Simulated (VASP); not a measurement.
HfO2, 3 atoms in the cell. It takes space group Fm-3m (No. 225, cubic). The conventional cell has a = 5.115 Å, b = 5.115 Å, c = 5.115 Å, α = 90.00°, β = 90.00°, γ = 90.00°. Within 2.9 Å of Hf (site symmetry m-3m) lie 8 O at 2.21 Å. O (site symmetry -43m) has 4 Hf at 2.21 Å and 6 O at 2.56 Å within 2.9 Å. 

| Quantity | Value |
| --- | --- |
| Program | VASP 6.6.1 |
| Task | single point |
| Functional | PBEsol |
| Potentials or basis | VASP PAW PBE potentials, release 64 (Hf_pv, O) |
| Cutoff | 520 eV |
| k mesh | 9 × 9 × 9 |
| Occupations | fermi-dirac, width 0.05 eV |
| Spin | no spin polarisation |
| Hubbard terms | Hf d U = 2.0 eV |
| Dipole correction | no |
| Further INCAR settings | ALGO = Normal; EDIFF = 1e-07; NBANDS = 18 |

Potentials or basis: VASP PAW PBE potentials, release 64 (Hf_pv, O).

Command:

```sh
$ cat potpaw_PBE.64/Hf_pv/POTCAR potpaw_PBE.64/O/POTCAR > POTCAR
$ mpirun -np 1 vasp_std > vasp.out
```

Hardware: 1 thread of AMD EPYC 9R45 96-Core Processor (Zen 5), on a shared host.

Task: Estimate the wall time of this run.

Result: Wall time 13 s on 1 thread of AMD EPYC 9R45 96-Core Processor (Zen 5), on a shared host, peak memory 0.14 GiB. Counts: scf iterations 14, k points 35.
